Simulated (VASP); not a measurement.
Nb:

```
Nb
1.0
     0.00000    2.14283    2.14283
     2.14283    0.00000    2.14283
     2.14283    2.14283    0.00000
Nb
1
Cartesian
  0.0000 0.0000 0.0000
```

Base run:

| Item | Value |
| --- | --- |
| Program | VASP 6.6.1 |
| Functional | r2SCAN |
| Potentials or basis | VASP PAW PBE potentials, release 64 (Nb_sv) |
| Cutoff | 520 eV |
| k mesh | 11 × 11 × 11 |
| Occupations | fermi-dirac, width 0.05 eV |
| Spin | no spin polarisation |

Its results: pressure -8.2 GPa.

Q: The run is repeated on the same cell with these changes: functional from r2SCAN to LDA; potentials or basis from VASP PAW PBE potentials, release 64 (Nb_sv) to VASP PAW LDA potentials, release 64 (Nb_sv). What comes out?

A: Pressure -16.2 GPa.

Caveats: the PAW data sets were made with another functional, which shifts forces and pressure a little (some runs).
